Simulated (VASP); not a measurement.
# Be2C (Fm-3m) in VASP: single point with PBE

Aim: the single point of Be2C with PBE.

Program: VASP 6.6.1. These are calculated values, not measurements. Logs are shortened: lines on timing, memory, paths and dates and some standing lists are left out, and cuts for length are marked.

### 1 The cell of the first run

It takes space group Fm-3m (No. 225, cubic). Conventional cell: a = 4.389 Å, b = 4.389 Å, c = 4.389 Å, α = 90.00°, β = 90.00°, γ = 90.00°. Within 2.5 Å of Be (site symmetry -43m) lie 4 C at 1.90 Å and 6 Be at 2.19 Å. C (site symmetry m-3m) has 8 Be at 1.90 Å within 2.5 Å.

### 2 Single point, PBE

POSCAR reads:

```
Be2C
1.0
    0.0000000000      2.1943970000      2.1943970000
    2.1943970000      0.0000000000      2.1943970000
    2.1943970000      2.1943970000      0.0000000000
Be C
2 1
Direct
    0.2500000000      0.2500000000      0.2500000000
    0.7500000000      0.7500000000      0.7500000000
    0.0000000000      0.0000000000      0.0000000000
```

INCAR.step1 reads:

```
PREC     = Accurate       # precision mode
ENCUT    = 520            # plane-wave cutoff, eV
EDIFF    = 1E-6           # SCF threshold, eV
ISMEAR   = -1             # smearing method
SIGMA    = 0.1            # smearing width, eV
LREAL    = False          # projectors in reciprocal space
LASPH    = True           # aspherical terms in the spheres
NELM     = 120            # most SCF steps
ALGO     = Normal         # electronic algorithm
ISIF     = 2              # what is computed and relaxed
LWAVE    = False          # write WAVECAR
LCHARG   = True           # write CHGCAR
GGA      = PE             # functional
NBANDS   = 11             # bands
GGA_COMPAT= False        
NEDOS    = 2001           # points of the DOS
LORBIT   = 11             # projections on sites
```

KPOINTS.step1 reads:

```
Automatic mesh
0
Gamma
  10 10 10
```

INCAR.step2 reads:

```
PREC     = Accurate       # precision mode
ENCUT    = 520            # plane-wave cutoff, eV
EDIFF    = 1E-6           # SCF threshold, eV
ISMEAR   = -5             # smearing method
SIGMA    = 0.1            # smearing width, eV
LREAL    = False          # projectors in reciprocal space
LASPH    = True           # aspherical terms in the spheres
NELM     = 120            # most SCF steps
ALGO     = Normal         # electronic algorithm
ISIF     = 2              # what is computed and relaxed
LWAVE    = False          # write WAVECAR
LCHARG   = False          # write CHGCAR
GGA      = PE             # functional
LORBIT   = 11             # projections on sites
NBANDS   = 11             # bands
NEDOS    = 1001           # points of the DOS
ICHARG   = 11             # starting density
GGA_COMPAT= False
```

KPOINTS.step2 reads:

```
Automatic mesh
0
Gamma
  15 15 15
```

Potentials or basis: VASP PAW PBE potentials, release 64 (Be, C).

Command:

```
> cat potpaw_PBE.64/Be/POTCAR potpaw_PBE.64/C/POTCAR > POTCAR
> cp INCAR.step1 INCAR
> cp KPOINTS.step1 KPOINTS
> mpirun -np 1 vasp_std > vasp.out
> cp INCAR.step2 INCAR
> cp KPOINTS.step2 KPOINTS
> mpirun -np 1 vasp_std > vasp.out
```

OUTCAR:

```text
PREC = Accurate
   ENCUT = 520
   EDIFF = 1E-6
   ISMEAR = -5
   LREAL = False
   LASPH = True
   NELM = 120
   ISIF = 2
   GGA = PE
   LORBIT = 11
   ICHARG = 11

 ion  position               nearest neighbor table
   1  0.250  0.250  0.250-   3 1.90   3 1.90   3 1.90   3 1.90   2 2.19   2 2.19   2 2.19   2 2.19
                             2 2.19   2 2.19
   2  0.750  0.750  0.750-   3 1.90   3 1.90   3 1.90   3 1.90   1 2.19   1 2.19   1 2.19   1 2.19
                             1 2.19   1 2.19
   3  0.000  0.000  0.000-   2 1.90   2 1.90   2 1.90   1 1.90   1 1.90   1 1.90   2 1.90   1 1.90

  LATTYP: Found a face centered cubic cell.
 ALAT       =     4.3887940000

  Lattice vectors:

 A1 = (   0.0000000000,   2.1943970000,   2.1943970000)
 A2 = (   2.1943970000,   0.0000000000,   2.1943970000)
 A3 = (   2.1943970000,   2.1943970000,   0.0000000000)

Analysis of symmetry for initial positions (statically):
=====================================================================
 Subroutine PRICEL returns:
 Original cell was already a primitive cell.

 Routine SETGRP: Setting up the symmetry group for a
 face centered cubic supercell.

 Subroutine GETGRP returns: Found 48 space group operations
 (whereof 48 operations were pure point group operations)
 out of a pool of 48 trial point group operations.

The static configuration has the point symmetry O_h .

Analysis of symmetry for dynamics (positions and initial velocities):
=====================================================================
 Subroutine PRICEL returns:
 Original cell was already a primitive cell.

 Routine SETGRP: Setting up the symmetry group for a
 face centered cubic supercell.

 Subroutine GETGRP returns: Found 48 space group operations
 (whereof 48 operations were pure point group operations)
 out of a pool of 48 trial point group operations.

The dynamic configuration has the point symmetry O_h .

 Subroutine INISYM returns: Found 48 space group operations
 (whereof 48 operations are pure point group operations),
 and found     1 'primitive' translations

----------------------------------------------------------------------------------------

                                     Primitive cell

  volume of cell :      21.1337

  direct lattice vectors                    reciprocal lattice vectors
     0.000000000  2.194397000  2.194397000    -0.227853028  0.227853028  0.227853028
     2.194397000  0.000000000  2.194397000     0.227853028 -0.227853028  0.227853028
     2.194397000  2.194397000  0.000000000     0.227853028  0.227853028 -0.227853028

  length of vectors
     3.103345999  3.103345999  3.103345999     0.394653020  0.394653020  0.394653020

  position of ions in fractional coordinates (direct lattice)
     0.250000000  0.250000000  0.250000000
     0.750000000  0.750000000  0.750000000
     0.000000000  0.000000000  0.000000000

  ion indices of the primitive-cell ions
   primitive index   ion index
                 1           1
                 2           2
                 3           3

----------------------------------------------------------------------------------------

 KPOINTS: Automatic mesh

Automatic generation of k-mesh.
 Grid dimensions read from file:
 generate k-points for:   15   15   15

 Generating k-lattice:

  Cartesian coordinates                     Fractional coordinates (reciprocal lattice)
    -0.015190202  0.015190202  0.015190202     0.066666667  0.000000000  0.000000000
     0.015190202 -0.015190202  0.015190202     0.000000000  0.066666667  0.000000000
     0.015190202  0.015190202 -0.015190202     0.000000000  0.000000000  0.066666667

  Length of vectors
     0.026310201  0.026310201  0.026310201

  Shift w.r.t. Gamma in fractional coordinates (k-lattice)
     0.000000000  0.000000000  0.000000000

 TETIRR: Found    484 inequivalent tetrahedra from    20250

 Subroutine IBZKPT returns following result:
 ===========================================

 Found    120 irreducible k-points:

 Following reciprocal coordinates:
            Coordinates               Weight
  0.000000  0.000000  0.000000      1.000000
  0.066667  0.000000  0.000000      8.000000
  0.133333  0.000000  0.000000      8.000000
  0.200000  0.000000  0.000000      8.000000
  0.266667  0.000000  0.000000      8.000000
  0.333333  0.000000  0.000000      8.000000
[... 16 lines left out ...]
  0.133333  0.133333  0.000000      6.000000
  0.200000  0.133333  0.000000     24.000000
 [... further k-points ...]
   k-points           NKPTS =    120   k-points in BZ     NKDIM =    120   number of bands    NBANDS=     11
   number of dos      NEDOS =   1001   number of ions     NIONS =      3
   total plane-waves  NPLWV =  13824
   dimension x,y,z NGX =    24 NGY =   24 NGZ =   24
   dimension x,y,z NGXF=    48 NGYF=   48 NGZF=   48
   ions per type =               2   1
   NGX,Y,Z   is equivalent  to a cutoff of  12.86, 12.86, 12.86 a.u.
   NGXF,Y,Z  is equivalent  to a cutoff of  25.71, 25.71, 25.71 a.u.
 SYSTEM =  unknown system
   PREC   = accura    normal or accurate (medium, high low for compatibility)
   ISTART =      0    job   : 0-new  1-cont  2-samecut
   ICHARG =     11    charge: 1-file 2-atom 10-const
   ISPIN  =      1    spin polarized calculation?
   LNONCOLLINEAR =      F non collinear calculations
   LSORBIT =      F    spin-orbit coupling
   LASPH  =      T    aspherical Exc in radial PAW
   ENCUT  =  520.0 eV  38.22 Ry    6.18 a.u.   5.77  5.77  5.77*2*pi/ulx,y,z
   NELM   =    120;   NELMIN=  2; NELMDL=  0     # of ELM steps
   EDIFF  = 0.1E-05   stopping-criterion for ELM
   LREAL  =      F    real-space projection
   EDIFFG = 0.1E-04   stopping-criterion for IOM
   NSW    =      0    number of steps for IOM
   IBRION =     -1    ionic relax: 0-MD 1-quasi-New 2-CG
   NFREE  =      0    steps in history (QN), initial steepest desc. (CG)
   ISIF   =      2    stress and relaxation
   ISYM   =      2    0-nonsym 1-usesym 2-fastsym
   POTIM  = 0.5000    time-step for ionic-motion
   TEBEG  =    0.0;   TEEND  =   0.0 temperature during run
   PSTRESS=    0.0 pullay stress
   NELECT =       8.0000    total number of electrons
   NUPDOWN=      -1.0000    fix difference up-down
   EMIN   =  10.00;   EMAX   =-10.00  energy-range for DOS
   EFERMI =   0.00;   METHOD = LEGACY
   ISMEAR =    -5;   SIGMA  =   0.10  broadening in eV -4-tet -1-fermi 0-gaus
   EFERMI_NEDOS =   21; number of points for ismear=-14 and -15
   IALGO  =     38    algorithm
   IMIX   =      4    mixing-type and parameters
     AMIX     =   0.40;   BMIX     =  1.00
     AMIX_MAG =   1.60;   BMIX_MAG =  1.00
  volume/ion in A,a.u.               =       7.04        47.54
  Fermi-wavevector in a.u.,A,eV,Ry     =   1.184258  2.237923 19.081719  1.402467
  Thomas-Fermi vector in A             =   2.320476
   LORBIT       =     11    0 simple, 1 ext, 2 COOP (PROOUT), +10 PAW based schemes
   GGA     = PE    functional components
   LHFCALC =     F    Hartree Fock is set to
   AEXX    =    0.0000 exact exchange contribution
   IVDW    =     0    specifies the selected vdW correction
   LEPSILON=     F    determine dielectric tensor
   LRPA    =     F    only Hartree local field effects (RPA)
 non-spin polarized calculation
 Fermi weights with tetrahedron method with Bloechl corrections
  energy-cutoff  :      520.00
  volume of cell :       21.13
 maximum number of plane-waves:       584

 number of electron       8.0000001 magnetization

 Free energy of the ion-electron system (eV)
  ---------------------------------------------------
  ext. energy  EPLUGINS =         0.00000000
  ---------------------------------------------------
  free energy    TOTEN  =       -17.43636414 eV

  energy without entropy =      -17.43636414  energy(sigma->0) =      -17.43636414

 E-fermi :   7.3700     XC(G=0): -11.2793

 val. band max:        7.3377365515   @ k =   0.0000   0.0000   0.0000
 cond. band min:       8.5277680792   @ k =   0.4667   0.4667   0.0000
 fundamental gap:      1.1900315277
 Fermi energy:         7.3699957093

 k-point     1 :       0.0000    0.0000    0.0000
  band No.  band energies     occupation
      1      -7.4048      2.00000
      2       7.3377      2.00000
      3       7.3377      2.00000
      4       7.3377      2.00000
      5      11.3879      0.00000
      6      11.3879      0.00000
      7      11.3879      0.00000
      8      13.6403      0.00000
      9      20.1891      0.00000
     10      20.1891      0.00000
     11      20.1891      0.00000

 k-point     2 :       0.0667    0.0000    0.0000
  band No.  band energies     occupation
      1      -7.3355      2.00000
      2       6.6908      2.00000
      3       7.1978      2.00000
      4       7.1978      2.00000
      5      11.5924      0.00000
      6      11.5924      0.00000
      7      11.8067      0.00000
      8      13.8239      0.00000
      9      19.6368      0.00000
     10      19.6368      0.00000
     11      20.3425      0.00000

 k-point     3 :       0.1333    0.0000    0.0000
  band No.  band energies     occupation
      1      -7.1286      2.00000
      2       5.3212      2.00000
      3       6.8655      2.00000
      4       6.8655      2.00000
      5      12.0710      0.00000
      6      12.0710      0.00000
      7      12.4536      0.00000
      8      14.3858      0.00000
      9      18.7762      0.00000
     10      18.7762      0.00000
     11      20.7944      0.00000

 k-point     4 :       0.2000    0.0000    0.0000
  band No.  band energies     occupation
      1      -6.7884      2.00000
      2       3.7783      2.00000
      3       6.4823      2.00000
      4       6.4823      2.00000
      5      12.5326      0.00000
      6      12.5326      0.00000
      7      12.9157      0.00000
      8      15.1435      0.00000
      9      18.2969      0.00000
     10      18.2969      0.00000
     11      21.4827      0.00000
[... 239 lines left out ...]
 k-point    22 :      -0.0667    0.0667    0.0000
  band No.  band energies     occupation
      1      -7.2204      2.00000
      2       6.0852      2.00000
      3       6.5037      2.00000
      4       7.2492      2.00000
      5      11.6509      0.00000
      6      12.1673      0.00000
      7      12.2546      0.00000
      8      14.0715      0.00000
      9      18.4790      0.00000
     10      19.7758      0.00000
     11      20.6800      0.00000

 k-point    23 :       0.1333    0.1333    0.0000
  band No.  band energies     occupation
      1      -7.0377      2.00000
      2       5.9565      2.00000
      3       5.9565      2.00000
      4       6.1867      2.00000
      5      11.6097      0.00000
      6      13.1139      0.00000
      7      13.1139      0.00000
      8      13.7335      0.00000
      9      17.5642      0.00000
     10      21.1880      0.00000
     11      21.1881      0.00000

 k-point    24 :       0.2000    0.1333    0.0000
  band No.  band energies     occupation
      1      -6.7890      2.00000
      2       4.7549      2.00000
      3       5.4932      2.00000
      4       6.1134      2.00000
      5      11.8666      0.00000
      6      13.3180      0.00000
      7      13.7401      0.00000
      8      13.8391      0.00000
      9      17.6151      0.00000
     10      21.1487      0.00000
     11      21.7626      0.00000

 [... further k-points ...]

------------------------ aborting loop because EDIFF is reached ----------------------------------------

  FORCE on cell =-STRESS in cart. coord.  units (eV):
  Direction    XX          YY          ZZ          XY          YZ          ZX
  --------------------------------------------------------------------------------------
  -------------------------------------------------------------------------------------
  Total       -0.9819004     -0.9819004     -0.9819004     -0.0000000     -0.0000000      0.0000000
  in kB      -74.4393221    -74.4393221    -74.4393221     -0.0000000     -0.0000000      0.0000000
  external PRESSURE =     -74.4393221 kB  Pullay stress =       0.0000000 kB

 VOLUME and BASIS-vectors are now :
 -----------------------------------------------------------------------------
  energy-cutoff  :      520.00
  volume of cell :       21.13
      direct lattice vectors                 reciprocal lattice vectors
     0.000000000  2.194397000  2.194397000    -0.227853028  0.227853028  0.227853028
     2.194397000  0.000000000  2.194397000     0.227853028 -0.227853028  0.227853028
     2.194397000  2.194397000  0.000000000     0.227853028  0.227853028 -0.227853028

 POSITION                                       TOTAL-FORCE (eV/Angst)
 -----------------------------------------------------------------------------------
      1.09720      1.09720      1.09720        -0.000000     -0.000000     -0.000000
      3.29160      3.29160      3.29160         0.000000      0.000000      0.000000
      0.00000      0.00000      0.00000        -0.000000     -0.000000     -0.000000
 -----------------------------------------------------------------------------------
    total drift:                               -0.000000      0.000000      0.000000

  FREE ENERGIE OF THE ION-ELECTRON SYSTEM (eV)
  ---------------------------------------------------
  free  energy   TOTEN  =       -17.4363641409 eV

  energy  without entropy=      -17.4363641409  energy(sigma->0) =      -17.43636414

 total charge

# of ion       s       p       d       tot
------------------------------------------
    1        0.413   0.795   0.000   1.208
    2        0.413   0.795   0.000   1.208
    3        0.802   1.666   0.000   2.468
--------------------------------------------------
tot          1.629   3.255   0.000   4.884
```

It took 23 s on 1 thread of Intel Xeon 8259CL, shared host; peak memory 0.14 GiB.

Results:

* Valence electrons inside the program's atomic spheres: Be 1.21; C 2.47
